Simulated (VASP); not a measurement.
# RbBr (Pm-3m) in VASP: a series of runs

RbBr is run at these levels: PBE, LDA; tasks: single point.

All numbers are computed with VASP 6.6.1; they aren't measurements. Logs are shortened: lines on timing, memory, paths and dates and some standing lists are left out, and cuts for length are marked.

## 1. The cell of the first run

It takes space group Pm-3m (No. 221, cubic). Conventional cell: a = 4.124 Å, b = 4.124 Å, c = 4.124 Å, α = 90.00°, β = 90.00°, γ = 90.00°. Within 4.7 Å of Rb (site symmetry m-3m) lie 8 Br at 3.57 Å and 6 Rb at 4.12 Å. Within 4.7 Å of Br (site symmetry m-3m) lie 8 Rb at 3.57 Å and 6 Br at 4.12 Å.

## 2. Single point, PBE

INCAR reads:

```
SYSTEM = RbBr
  PREC = Accurate
  ENCUT = 500
  EDIFF = 1E-6
  ISMEAR = 0
  SIGMA = 0.01
  LREAL = .FALSE.
  LASPH = .TRUE.
  NELM = 120
  ALGO = Normal
  ISIF = 2
  LWAVE = .FALSE.
  LCHARG = .TRUE.
  GGA = PE
  LELF = .TRUE.
  LVHAR = .TRUE.
  NBANDS = 15
  GGA_COMPAT = .FALSE.
```

KPOINTS reads:

```
Automatic mesh
0
G
  3 3 3
  0 0 0
```

POSCAR reads:

```
RbBr
1.0
    4.1242532581      0.0000000000      0.0000000000
    0.0000000000      4.1242532581      0.0000000000
    0.0000000000      0.0000000000      4.1242532581
Rb Br
1 1
Direct
    0.0000000000      0.0000000000      0.0000000000
    0.5000000000      0.5000000000      0.5000000000
```

Potentials or basis: VASP PAW PBE potentials, release 64 (Rb_sv, Br).

Started as:

```console
cat potpaw_PBE.64/Rb_sv/POTCAR potpaw_PBE.64/Br/POTCAR > POTCAR
mpirun -np 1 vasp_std > vasp.out
```

OUTCAR:

```text
SYSTEM = RbBr
   PREC = Accurate
   ENCUT = 500
   EDIFF = 1E-6
   ISMEAR = 0
   LREAL = .FALSE.
   LASPH = .TRUE.
   NELM = 120
   ISIF = 2
   GGA = PE

 ion  position               nearest neighbor table
   1  0.000  0.000  0.000-   2 3.57   2 3.57   2 3.57   2 3.57   2 3.57   2 3.57   2 3.57   2 3.57

   2  0.500  0.500  0.500-   1 3.57   1 3.57   1 3.57   1 3.57   1 3.57   1 3.57   1 3.57   1 3.57

  LATTYP: Found a simple cubic cell.
 ALAT       =     4.1242532581

  Lattice vectors:

 A1 = (   4.1242532581,   0.0000000000,   0.0000000000)
 A2 = (   0.0000000000,   4.1242532581,   0.0000000000)
 A3 = (   0.0000000000,   0.0000000000,   4.1242532581)

Analysis of symmetry for initial positions (statically):
=====================================================================
 Subroutine PRICEL returns:
 Original cell was already a primitive cell.

 Routine SETGRP: Setting up the symmetry group for a
 simple cubic supercell.

 Subroutine GETGRP returns: Found 48 space group operations
 (whereof 48 operations were pure point group operations)
 out of a pool of 48 trial point group operations.

The static configuration has the point symmetry O_h .

Analysis of symmetry for dynamics (positions and initial velocities):
=====================================================================
 Subroutine PRICEL returns:
 Original cell was already a primitive cell.

 Routine SETGRP: Setting up the symmetry group for a
 simple cubic supercell.

 Subroutine GETGRP returns: Found 48 space group operations
 (whereof 48 operations were pure point group operations)
 out of a pool of 48 trial point group operations.

The dynamic configuration has the point symmetry O_h .

 Subroutine INISYM returns: Found 48 space group operations
 (whereof 48 operations are pure point group operations),
 and found     1 'primitive' translations

----------------------------------------------------------------------------------------

                                     Primitive cell

  volume of cell :      70.1513

  direct lattice vectors                    reciprocal lattice vectors
     4.124253258  0.000000000  0.000000000     0.242468136  0.000000000  0.000000000
     0.000000000  4.124253258  0.000000000     0.000000000  0.242468136  0.000000000
     0.000000000  0.000000000  4.124253258     0.000000000  0.000000000  0.242468136

  length of vectors
     4.124253258  4.124253258  4.124253258     0.242468136  0.242468136  0.242468136

  position of ions in fractional coordinates (direct lattice)
     0.000000000  0.000000000  0.000000000
     0.500000000  0.500000000  0.500000000

  ion indices of the primitive-cell ions
   primitive index   ion index
                 1           1
                 2           2

----------------------------------------------------------------------------------------

 KPOINTS: Automatic mesh

Automatic generation of k-mesh.
 Grid dimensions read from file:
 generate k-points for:    3    3    3

 Generating k-lattice:

  Cartesian coordinates                     Fractional coordinates (reciprocal lattice)
     0.080822712  0.000000000  0.000000000     0.333333333  0.000000000  0.000000000
     0.000000000  0.080822712  0.000000000     0.000000000  0.333333333  0.000000000
     0.000000000  0.000000000  0.080822712     0.000000000  0.000000000  0.333333333

  Length of vectors
     0.080822712  0.080822712  0.080822712

  Shift w.r.t. Gamma in fractional coordinates (k-lattice)
     0.000000000  0.000000000  0.000000000

 Subroutine IBZKPT returns following result:
 ===========================================

 Found      4 irreducible k-points:

 Following reciprocal coordinates:
            Coordinates               Weight
  0.000000  0.000000  0.000000      1.000000
  0.333333  0.000000  0.000000      6.000000
  0.333333  0.333333  0.000000     12.000000
  0.333333  0.333333  0.333333      8.000000
   k-points           NKPTS =      4   k-points in BZ     NKDIM =      4   number of bands    NBANDS=     15
   number of dos      NEDOS =    301   number of ions     NIONS =      2
   total plane-waves  NPLWV =  27000
   dimension x,y,z NGX =    30 NGY =   30 NGZ =   30
   dimension x,y,z NGXF=    60 NGYF=   60 NGZF=   60
   ions per type =               1   1
   NGX,Y,Z   is equivalent  to a cutoff of  12.09, 12.09, 12.09 a.u.
   NGXF,Y,Z  is equivalent  to a cutoff of  24.19, 24.19, 24.19 a.u.
 SYSTEM =  RbBr
   PREC   = accura    normal or accurate (medium, high low for compatibility)
   ISTART =      0    job   : 0-new  1-cont  2-samecut
   ICHARG =      2    charge: 1-file 2-atom 10-const
   ISPIN  =      1    spin polarized calculation?
   LNONCOLLINEAR =      F non collinear calculations
   LSORBIT =      F    spin-orbit coupling
   LASPH  =      T    aspherical Exc in radial PAW
   ENCUT  =  500.0 eV  36.75 Ry    6.06 a.u.   7.52  7.52  7.52*2*pi/ulx,y,z
   NELM   =    120;   NELMIN=  2; NELMDL= -5     # of ELM steps
   EDIFF  = 0.1E-05   stopping-criterion for ELM
   LREAL  =      F    real-space projection
   EDIFFG = 0.1E-04   stopping-criterion for IOM
   NSW    =      0    number of steps for IOM
   IBRION =     -1    ionic relax: 0-MD 1-quasi-New 2-CG
   NFREE  =      0    steps in history (QN), initial steepest desc. (CG)
   ISIF   =      2    stress and relaxation
   ISYM   =      2    0-nonsym 1-usesym 2-fastsym
   POTIM  = 0.5000    time-step for ionic-motion
   TEBEG  =    0.0;   TEEND  =   0.0 temperature during run
   PSTRESS=    0.0 pullay stress
   NELECT =      16.0000    total number of electrons
   NUPDOWN=      -1.0000    fix difference up-down
   EMIN   =  10.00;   EMAX   =-10.00  energy-range for DOS
   EFERMI =   0.00;   METHOD = LEGACY
   ISMEAR =     0;   SIGMA  =   0.01  broadening in eV -4-tet -1-fermi 0-gaus
   EFERMI_NEDOS =   21; number of points for ismear=-14 and -15
   IALGO  =     38    algorithm
   IMIX   =      4    mixing-type and parameters
     AMIX     =   0.40;   BMIX     =  1.00
     AMIX_MAG =   1.60;   BMIX_MAG =  1.00
  volume/ion in A,a.u.               =      35.08       236.70
  Fermi-wavevector in a.u.,A,eV,Ry     =   1.000237  1.890173 13.612271  1.000474
  Thomas-Fermi vector in A             =   2.132580
   LORBIT       =      0    0 simple, 1 ext, 2 COOP (PROOUT), +10 PAW based schemes
   GGA     = PE    functional components
   LHFCALC =     F    Hartree Fock is set to
   AEXX    =    0.0000 exact exchange contribution
   IVDW    =     0    specifies the selected vdW correction
   LEPSILON=     F    determine dielectric tensor
   LRPA    =     F    only Hartree local field effects (RPA)
 non-spin polarized calculation
 Gauss-broadening in eV      SIGMA  =   0.01
  energy-cutoff  :      500.00
  volume of cell :       70.15
 maximum number of plane-waves:      1791
 NGX is ok and might be reduce to    30
   NGX = 15   NGY = 15   NGZ = 15

 number of electron      16.0000005 magnetization

 Free energy of the ion-electron system (eV)
  ---------------------------------------------------
  ext. energy  EPLUGINS =         0.00000000
  ---------------------------------------------------
  free energy    TOTEN  =        -5.97535475 eV

  energy without entropy =       -5.97535475  energy(sigma->0) =       -5.97535475

 E-fermi :  -0.6152     XC(G=0):  -7.9293

 val. band max:       -0.7392066740   @ k =   0.3333   0.3333   0.0000
 cond. band min:       3.4337969568   @ k =   0.0000   0.0000   0.0000
 fundamental gap:      4.1730036308
 Fermi energy:        -0.6151975647

 k-point     1 :       0.0000    0.0000    0.0000
  band No.  band energies     occupation
      1     -25.7676      2.00000
      2     -13.2565      2.00000
      3      -9.7501      2.00000
      4      -9.7501      2.00000
      5      -9.7501      2.00000
      6      -0.7946      2.00000
      7      -0.7946      2.00000
      8      -0.7946      2.00000
      9       3.4338      0.00000
     10       4.9239      0.00000
     11       4.9239      0.00000
     12       9.2725      0.00000
     13       9.2725      0.00000
     14       9.2725      0.00000
     15      12.0035      0.00000

 k-point     2 :       0.3333    0.0000    0.0000
  band No.  band energies     occupation
      1     -25.7522      2.00000
      2     -13.2536      2.00000
      3      -9.8506      2.00000
      4      -9.7145      2.00000
      5      -9.7145      2.00000
      6      -2.0536      2.00000
      7      -0.8503      2.00000
      8      -0.8503      2.00000
      9       5.4208      0.00000
     10       5.7122      0.00000
     11       6.7142      0.00000
     12       8.9946      0.00000
     13       9.0754      0.00000
     14       9.0754      0.00000
     15       9.8055      0.00000

 k-point     3 :       0.3333    0.3333    0.0000
  band No.  band energies     occupation
      1     -25.7377      2.00000
      2     -13.1509      2.00000
      3      -9.9836      2.00000
      4      -9.8976      2.00000
      5      -9.6871      2.00000
      6      -1.7823      2.00000
      7      -1.5218      2.00000
      8      -0.7392      2.00000
      9       5.2659      0.00000
     10       5.9052      0.00000
     11       7.6737      0.00000
     12       8.1350      0.00000
     13       8.3152      0.00000
     14       8.6364      0.00000
     15      10.2710      0.00000

 k-point     4 :       0.3333    0.3333    0.3333
  band No.  band energies     occupation
      1     -25.7239      2.00000
      2     -13.0533      2.00000
      3      -9.9276      2.00000
      4      -9.9276      2.00000
      5      -9.9176      2.00000
      6      -1.6860      2.00000
      7      -1.6860      2.00000
      8      -1.5821      2.00000
      9       6.4562      0.00000
     10       7.1502      0.00000
     11       7.1502      0.00000
     12       7.5306      0.00000
     13       8.4802      0.00000
     14       8.4802      0.00000
     15      11.8885      0.00000

------------------------ aborting loop because EDIFF is reached ----------------------------------------

  FORCE on cell =-STRESS in cart. coord.  units (eV):
  Direction    XX          YY          ZZ          XY          YZ          ZX
  --------------------------------------------------------------------------------------
  -------------------------------------------------------------------------------------
  Total        0.4308858      0.4308858      0.4308858      0.0000000      0.0000000      0.0000000
  in kB        9.8409448      9.8409448      9.8409448      0.0000000      0.0000000      0.0000000
  external PRESSURE =       9.8409448 kB  Pullay stress =       0.0000000 kB

 VOLUME and BASIS-vectors are now :
 -----------------------------------------------------------------------------
  energy-cutoff  :      500.00
  volume of cell :       70.15
      direct lattice vectors                 reciprocal lattice vectors
     4.124253258  0.000000000  0.000000000     0.242468136  0.000000000  0.000000000
     0.000000000  4.124253258  0.000000000     0.000000000  0.242468136  0.000000000
     0.000000000  0.000000000  4.124253258     0.000000000  0.000000000  0.242468136

 POSITION                                       TOTAL-FORCE (eV/Angst)
 -----------------------------------------------------------------------------------
      0.00000      0.00000      0.00000         0.000000      0.000000      0.000000
      2.06213      2.06213      2.06213         0.000000      0.000000      0.000000
 -----------------------------------------------------------------------------------
    total drift:                                0.000000      0.000000     -0.000000

  FREE ENERGIE OF THE ION-ELECTRON SYSTEM (eV)
  ---------------------------------------------------
  free  energy   TOTEN  =        -5.9753547466 eV

  energy  without entropy=       -5.9753547466  energy(sigma->0) =       -5.97535475
```

It took 10 s on 1 thread of Intel Xeon 8259CL, shared host; peak memory 0.16 GiB.

Results:

```yaml
Free_energy: -5.9754 eV
Pressure: 1.0 GPa
Band_gap_on_the_k_mesh: 4.17 eV, indirect (least direct gap 4.23 eV)
```

Levels at points of the mesh, in eV from the valence-band top:
```
           k point  band 5  band 6  band 7  band 8  band 9  band 10  band 11  band 12
(0.00, 0.00, 0.00)   -9.01   -0.06   -0.06   -0.06    4.17     5.66     5.66    10.01
```

Caveat: the k points lie up to 0.51 Å⁻¹ apart. A hybrid or GW would open this gap; PBE tends to underestimate it.

## 3. Single point, LDA

INCAR reads:

```
PREC = Accurate ; ENCUT = 500
EDIFF = 1E-6 ; ISMEAR = 0
SIGMA = 0.01 ; LREAL = False
LASPH = True ; NELM = 120
ALGO = Normal ; ISIF = 2
LWAVE = False ; LCHARG = True
GGA = CA ; LELF = True
LVHAR = True ; NBANDS = 15
GGA_COMPAT = False
```

KPOINTS reads:

```
Automatic mesh
0
Gamma
  2 2 2
```

POSCAR is that of step 2.

Potentials or basis: VASP PAW LDA potentials, release 64 (Rb_sv, Br).

Started as:

```console
cat potpaw_LDA.64/Rb_sv/POTCAR potpaw_LDA.64/Br/POTCAR > POTCAR
mpirun -np 1 vasp_std > vasp.out
```

It took 11 s on 1 thread of Intel Xeon 8259CL, shared host; peak memory 0.14 GiB.

Results (log left out):

```yaml
Free_energy: -6.4186 eV
Pressure: -0.7 GPa
Band_gap_on_the_k_mesh: 3.57 eV, indirect (least direct gap 3.74 eV)
```

Levels at points of the mesh, in eV from the valence-band top:
| k point | band 5 | band 6 | band 7 | band 8 | band 9 | band 10 | band 11 | band 12 |
| --- | --- | --- | --- | --- | --- | --- | --- | --- |
| (0.00, 0.00, 0.00) | -9.19 | -0.16 | -0.16 | -0.16 | 3.57 | 5.16 | 5.16 | 9.65 |
| (0.50, 0.00, 0.00) | -9.14 | -1.85 | -0.25 | -0.25 | 6.44 | 6.67 | 7.25 | 8.39 |
| (0.50, 0.50, 0.00) | -9.10 | -1.11 | -1.11 | 0.00 | 4.84 | 5.83 | 7.63 | 7.63 |
| (0.50, 0.50, 0.50) | -9.43 | -1.42 | -1.42 | -1.42 | 7.82 | 7.82 | 7.82 | 9.06 |

Caveat: the k points lie up to 0.76 Å⁻¹ apart.
